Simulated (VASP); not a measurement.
# La (P6_3/mmc) in VASP: a series of runs

Runs on La. Level: LDA. Tasks: single point.

All numbers are computed with VASP 6.6.1; they aren't measurements. Logs are shortened: lines on timing, memory, paths and dates and some standing lists are left out, and cuts for length are marked.

## (1) The cell of the first run

Symmetry: P6_3/mmc, No. 194, hexagonal system. Conventional cell: a = 3.600 Å, b = 3.600 Å, c = 11.552 Å, α = 90.00°, β = 90.00°, γ = 120.00°. La (site symmetry -3m) has 12 La at 3.56 to 3.60 Å within 4.7 Å. Within 4.7 Å of La (site symmetry -6m2) lie 12 La at 3.56 to 3.60 Å.

## (2) Single point, LDA

File INCAR:

```
SYSTEM = La
PREC = Accurate
ENCUT = 520
EDIFF = 1E-7
ISMEAR = -1
SIGMA = 0.1
LREAL = .FALSE.
LASPH = .TRUE.
NELM = 100
ALGO = Normal
ISIF = 2
LWAVE = .FALSE.
LCHARG = .TRUE.
GGA = CA
LELF = .TRUE.
LVHAR = .TRUE.
NBANDS = 30
```

File KPOINTS:

```
regular mesh
0
G
  8 8 3
  0 0 0
```

File POSCAR:

```
La
1.0
    3.5996230182      0.0000000000      0.0000000000
   -1.7998115091      3.1173649778      0.0000000000
    0.0000000000      0.0000000000     11.5524372057
La
4
Direct
    0.0000000000      1.0000000000      0.0000000000
    1.0000000000      1.0000000000      0.5000000000
    0.3333333333      0.6666666667      0.7500000000
    0.6666666667      0.3333333333      0.2500000000
```

Potentials or basis: VASP PAW LDA potentials, release 64 (La).

On the command line:

```bash
cat potpaw_LDA.64/La/POTCAR > POTCAR
mpirun -np 1 vasp_std > vasp.out
```

OUTCAR:

```text
SYSTEM = La
   PREC = Accurate
   ENCUT = 520
   EDIFF = 1E-7
   ISMEAR = -1
   LREAL = .FALSE.
   LASPH = .TRUE.
   NELM = 100
   ISIF = 2
   GGA = CA

 ion  position               nearest neighbor table
   1  0.000  0.000  0.000-   3 3.56   4 3.56   3 3.56   4 3.56   4 3.56   3 3.56
   2  0.000  0.000  0.500-   3 3.56   4 3.56   3 3.56   4 3.56   4 3.56   3 3.56
   3  0.333  0.667  0.750-   1 3.56   2 3.56   1 3.56   2 3.56   1 3.56   2 3.56
   4  0.667  0.333  0.250-   1 3.56   2 3.56   1 3.56   2 3.56   1 3.56   2 3.56

  LATTYP: Found a hexagonal cell.
 ALAT       =     3.5996230182
 C/A-ratio  =     3.2093464086

  Lattice vectors:

 A1 = (   3.5996230182,   0.0000000000,   0.0000000000)
 A2 = (  -1.7998115091,   3.1173649778,   0.0000000000)
 A3 = (   0.0000000000,   0.0000000000,  11.5524372057)

Analysis of symmetry for initial positions (statically):
=====================================================================
 Subroutine PRICEL returns:
 Original cell was already a primitive cell.

 Routine SETGRP: Setting up the symmetry group for a
 hexagonal supercell.

 Subroutine GETGRP returns: Found 24 space group operations
 (whereof 12 operations were pure point group operations)
 out of a pool of 24 trial point group operations.

The static configuration has the point symmetry D_3d.
 The point group associated with its full space group is D_6h.

Analysis of symmetry for dynamics (positions and initial velocities):
=====================================================================
 Subroutine PRICEL returns:
 Original cell was already a primitive cell.

 Routine SETGRP: Setting up the symmetry group for a
 hexagonal supercell.

 Subroutine GETGRP returns: Found 24 space group operations
 (whereof 12 operations were pure point group operations)
 out of a pool of 24 trial point group operations.

The dynamic configuration has the point symmetry D_3d.
 The point group associated with its full space group is D_6h.

 Subroutine INISYM returns: Found 24 space group operations
 (whereof 12 operations are pure point group operations),
 and found     1 'primitive' translations

----------------------------------------------------------------------------------------

                                     Primitive cell

  volume of cell :     129.6338

  direct lattice vectors                    reciprocal lattice vectors
     3.599623018  0.000000000  0.000000000     0.277806869  0.160391871  0.000000000
    -1.799811509  3.117364978  0.000000000     0.000000000  0.320783741  0.000000000
     0.000000000  0.000000000 11.552437206     0.000000000  0.000000000  0.086561821

  length of vectors
     3.599623018  3.599623018 11.552437206     0.320783741  0.320783741  0.086561821

  position of ions in fractional coordinates (direct lattice)
     0.000000000  0.000000000  0.000000000
     0.000000000  0.000000000  0.500000000
     0.333333333  0.666666667  0.750000000
     0.666666667  0.333333333  0.250000000

  ion indices of the primitive-cell ions
   primitive index   ion index
                 1           1
                 2           2
                 3           3
                 4           4

----------------------------------------------------------------------------------------

 KPOINTS: regular mesh

Automatic generation of k-mesh.
 Grid dimensions read from file:
 generate k-points for:    8    8    3

 Generating k-lattice:

  Cartesian coordinates                     Fractional coordinates (reciprocal lattice)
     0.034725859  0.020048984  0.000000000     0.125000000  0.000000000  0.000000000
     0.000000000  0.040097968  0.000000000     0.000000000  0.125000000  0.000000000
     0.000000000  0.000000000  0.028853940     0.000000000  0.000000000  0.333333333

  Length of vectors
     0.040097968  0.040097968  0.028853940

  Shift w.r.t. Gamma in fractional coordinates (k-lattice)
     0.000000000  0.000000000  0.000000000

 Subroutine IBZKPT returns following result:
 ===========================================

 Found     20 irreducible k-points:

 Following reciprocal coordinates:
            Coordinates               Weight
  0.000000  0.000000  0.000000      1.000000
  0.125000  0.000000  0.000000      6.000000
  0.250000  0.000000  0.000000      6.000000
  0.375000  0.000000  0.000000      6.000000
  0.500000  0.000000  0.000000      3.000000
  0.125000  0.125000  0.000000      6.000000
[... 12 lines left out ...]
  0.250000  0.250000  0.333333     12.000000
  0.375000  0.250000  0.333333     12.000000
   k-points           NKPTS =     20   k-points in BZ     NKDIM =     20   number of bands    NBANDS=     30
   number of dos      NEDOS =    301   number of ions     NIONS =      4
   total plane-waves  NPLWV =  70560
   dimension x,y,z NGX =    28 NGY =   28 NGZ =   90
   dimension x,y,z NGXF=    56 NGYF=   56 NGZF=  180
   ions per type =               4
   NGX,Y,Z   is equivalent  to a cutoff of  12.93, 12.93, 12.95 a.u.
   NGXF,Y,Z  is equivalent  to a cutoff of  25.86, 25.86, 25.90 a.u.
 SYSTEM =  La
   PREC   = accura    normal or accurate (medium, high low for compatibility)
   ISTART =      0    job   : 0-new  1-cont  2-samecut
   ICHARG =      2    charge: 1-file 2-atom 10-const
   ISPIN  =      1    spin polarized calculation?
   LNONCOLLINEAR =      F non collinear calculations
   LSORBIT =      F    spin-orbit coupling
   LASPH  =      T    aspherical Exc in radial PAW
   ENCUT  =  520.0 eV  38.22 Ry    6.18 a.u.   6.69  6.69 21.48*2*pi/ulx,y,z
   NELM   =    100;   NELMIN=  2; NELMDL= -5     # of ELM steps
   EDIFF  = 0.1E-06   stopping-criterion for ELM
   LREAL  =      F    real-space projection
   EDIFFG = 0.1E-05   stopping-criterion for IOM
   NSW    =      0    number of steps for IOM
   IBRION =     -1    ionic relax: 0-MD 1-quasi-New 2-CG
   NFREE  =      0    steps in history (QN), initial steepest desc. (CG)
   ISIF   =      2    stress and relaxation
   ISYM   =      2    0-nonsym 1-usesym 2-fastsym
   POTIM  = 0.5000    time-step for ionic-motion
   TEBEG  =    0.0;   TEEND  =   0.0 temperature during run
   PSTRESS=    0.0 pullay stress
   NELECT =      44.0000    total number of electrons
   NUPDOWN=      -1.0000    fix difference up-down
   EMIN   =  10.00;   EMAX   =-10.00  energy-range for DOS
   EFERMI =   0.00;   METHOD = LEGACY
   ISMEAR =    -1;   SIGMA  =   0.10  broadening in eV -4-tet -1-fermi 0-gaus
   EFERMI_NEDOS =   21; number of points for ismear=-14 and -15
   IALGO  =     38    algorithm
   IMIX   =      4    mixing-type and parameters
     AMIX     =   0.40;   BMIX     =  1.00
     AMIX_MAG =   1.60;   BMIX_MAG =  1.00
  volume/ion in A,a.u.               =      32.41       218.70
  Fermi-wavevector in a.u.,A,eV,Ry     =   1.141965  2.158002 17.743154  1.304085
  Thomas-Fermi vector in A             =   2.278664
   LORBIT       =      0    0 simple, 1 ext, 2 COOP (PROOUT), +10 PAW based schemes
   GGA     = CA    functional components
   LHFCALC =     F    Hartree Fock is set to
   AEXX    =    0.0000 exact exchange contribution
   IVDW    =     0    specifies the selected vdW correction
   LEPSILON=     F    determine dielectric tensor
   LRPA    =     F    only Hartree local field effects (RPA)
 non-spin polarized calculation
  energy-cutoff  :      520.00
  volume of cell :      129.63
 maximum number of plane-waves:      3523
 NGX is ok and might be reduce to    28
   NGX = 13   NGY = 13   NGZ = 43

 number of electron      44.0000002 magnetization

 Free energy of the ion-electron system (eV)
  ---------------------------------------------------
  ext. energy  EPLUGINS =         0.00000000
  ---------------------------------------------------
  free energy    TOTEN  =       -22.43137814 eV

  energy without entropy =      -22.23995460  energy(sigma->0) =      -22.33566637

 E-fermi :   9.0600     XC(G=0): -10.3291

 val. band max:        9.0551484678   @ k =   0.1250   0.1250   0.0000
 cond. band min:       9.0670635173   @ k =   0.1250   0.0000   0.0000
 fundamental gap:      0.0119150494
 Fermi energy:         9.0599797211

 k-point     1 :       0.0000    0.0000    0.0000
  band No.  band energies     occupation
      1     -23.5757      2.00000
      2     -23.4077      2.00000
      3     -23.3952      2.00000
      4     -23.2171      2.00000
      5      -8.3068      2.00000
      6      -7.3380      2.00000
[... 22 lines left out ...]
     29      10.5123      0.00000
     30      10.6035      0.00000

 k-point     2 :       0.1250    0.0000    0.0000
  band No.  band energies     occupation
      1     -23.5348      2.00000
      2     -23.3773      2.00000
      3     -23.3647      2.00000
      4     -23.1986      2.00000
      5      -8.2147      2.00000
      6      -7.3757      2.00000
[... 22 lines left out ...]
     29      10.6493      0.00000
     30      10.7197      0.00000

 k-point     3 :       0.2500    0.0000    0.0000
  band No.  band energies     occupation
      1     -23.4294      2.00000
      2     -23.3026      2.00000
      3     -23.2899      2.00000
      4     -23.1578      2.00000
      5      -7.9711      2.00000
      6      -7.6351      2.00000
[... 22 lines left out ...]
     29      10.5032      0.00000
     30      10.7999      0.00000

 k-point     4 :       0.3750    0.0000    0.0000
  band No.  band energies     occupation
      1     -23.3083      2.00000
      2     -23.2261      2.00000
      3     -23.2132      2.00000
      4     -23.1291      2.00000
      5      -8.0577      2.00000
      6      -8.0290      2.00000
[... 484 lines left out ...]
     29      10.7819      0.00000
     30      10.9047      0.00000

 k-point    19 :       0.2500    0.2500    0.3333
  band No.  band energies     occupation
      1     -23.2408      2.00000
      2     -23.2188      2.00000
      3     -23.1562      2.00000
      4     -23.1340      2.00000
      5      -7.9107      2.00000
      6      -7.8845      2.00000
[... 22 lines left out ...]
     29      10.4788      0.00000
     30      10.5518      0.00000

 k-point    20 :       0.3750    0.2500    0.3333
  band No.  band energies     occupation
      1     -23.1872      2.00000
      2     -23.1788      2.00000
      3     -23.1507      2.00000
      4     -23.1424      2.00000
      5      -7.9441      2.00000
      6      -7.9108      2.00000
[... 22 lines left out ...]
     29      10.7192      0.00000
     30      10.7420      0.00000

------------------------ aborting loop because EDIFF is reached ----------------------------------------

  FORCE on cell =-STRESS in cart. coord.  units (eV):
  Direction    XX          YY          ZZ          XY          YZ          ZX
  --------------------------------------------------------------------------------------
  -------------------------------------------------------------------------------------
  Total       -0.1928567     -0.1928567     -0.0113817      0.0000000      0.0000000      0.0000000
  in kB       -2.3835652     -2.3835652     -0.1406694      0.0000000      0.0000000      0.0000000
  external PRESSURE =      -1.6359333 kB  Pullay stress =       0.0000000 kB

 VOLUME and BASIS-vectors are now :
 -----------------------------------------------------------------------------
  energy-cutoff  :      520.00
  volume of cell :      129.63
      direct lattice vectors                 reciprocal lattice vectors
     3.599623018  0.000000000  0.000000000     0.277806869  0.160391871  0.000000000
    -1.799811509  3.117364978  0.000000000     0.000000000  0.320783741  0.000000000
     0.000000000  0.000000000 11.552437206     0.000000000  0.000000000  0.086561821

 POSITION                                       TOTAL-FORCE (eV/Angst)
 -----------------------------------------------------------------------------------
      0.00000      0.00000      0.00000        -0.000000      0.000000      0.000000
      0.00000      0.00000      5.77622        -0.000000      0.000000      0.000000
     -0.00000      2.07824      8.66433        -0.000000     -0.000000     -0.000000
      1.79981      1.03912      2.88811         0.000000      0.000000      0.000000
 -----------------------------------------------------------------------------------
    total drift:                               -0.000000      0.000000      0.000000

  FREE ENERGIE OF THE ION-ELECTRON SYSTEM (eV)
  ---------------------------------------------------
  free  energy   TOTEN  =       -22.4313781444 eV

  energy  without entropy=      -22.2399545981  energy(sigma->0) =      -22.33566637
```

Wall time 1.9 min (1 thread of Intel Xeon 6975P-C, shared host); peak memory 0.24 GiB.

Results:

- Free energy: -22.4314 eV
- Pressure: -0.2 GPa
- Band gap on the k mesh: zero (band 22 reaches 9.96 eV, above the bottom of band 23 at 8.85 eV)

Stress tensor (GPa, compression positive):
```
-0.24  0.00  0.00
 0.00 -0.24  0.00
 0.00  0.00 -0.01
```

Caveat: spin-orbit coupling is left out, which moves the levels of the heavy elements.

## (3) Single point, LDA

File INCAR:

```
  PREC = Accurate
  ENCUT = 520
  EDIFF = 1E-6
  ISMEAR = -1
  SIGMA = 0.1
  LREAL = False
  LASPH = True
  NELM = 100
  ALGO = Normal
  ISIF = 2
  LWAVE = False
  LCHARG = True
  LELF = True
  LVHAR = True
  NBANDS = 30
```

File KPOINTS:

```
regular mesh
0
Gamma
  10 10 3
```

POSCAR is that of step 2.

Potentials or basis: VASP PAW LDA potentials, release 64 (La).

On the command line:

```bash
cat potpaw_LDA.64/La/POTCAR > POTCAR
mpirun -np 1 vasp_std > vasp.out
```

Wall time 2 min (1 thread of Intel Xeon 6975P-C, shared host); peak memory 0.27 GiB.

It converged, with:

- Free energy: -22.4194 eV
- Pressure: -0.1 GPa
- Band gap on the k mesh: zero (band 22 reaches 9.96 eV, above the bottom of band 23 at 8.85 eV)

Levels at points of the mesh, in eV from the Fermi level:
```
           k point  band 18  band 19  band 20  band 21  band 22  band 23  band 24  band 25  band 26  band 27
(0.00, 0.00, 0.00)    -1.94    -1.72    -1.71     0.60     0.77     1.23     1.25     1.26     1.27     1.35
(0.50, 0.00, 0.00)    -2.11    -1.83    -1.26    -0.85    -0.28    -0.22     0.48     1.13     1.18     1.44
```

Caveat: spin-orbit coupling is left out, which moves the levels of the heavy elements.
